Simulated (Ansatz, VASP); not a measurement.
One calculation of Ti, two programs

```
CELL_PARAMETERS angstrom
2.86704 0.00000 0.00000
-1.43352 2.48293 0.00000
0.00000 0.00000 4.51987
ATOMIC_POSITIONS crystal
Ti 0.33333 0.66667 0.25000
Ti 0.66667 0.33333 0.75000
```

Alike in both runs: functional LDA; k mesh 9 × 9 × 4; occupations gaussian, width 0.1 eV; no spin polarisation.

Ansatz relaxed the structure, and its values are those at the end. VASP's run is a single point on that final structure, the one shown.

|  | VASP | Ansatz |
| --- | --- | --- |
| version | VASP 6.6.1 | Ansatz 0.2.0 |
| potentials or method | VASP PAW LDA potentials, release 64 (Ti_sv), cutoff 520 eV | scalar-relativistic, plane waves, PAW |
| valence electrons in the cell | 24 | 24 |

```csv
,VASP,Ansatz,Ansatz less VASP
gap on the k mesh at the Fermi level (eV),none,none,-
pressure (GPa),0.0,0.1,+0.09
```

Ansatz warns that its potentials were made for another functional, while VASP's fit it. LDA's correlation is that of Perdew and Zunger in VASP and of Perdew and Wang (1992) in Ansatz. A gap of «none» marks a metal or a gap that the smearing closes.
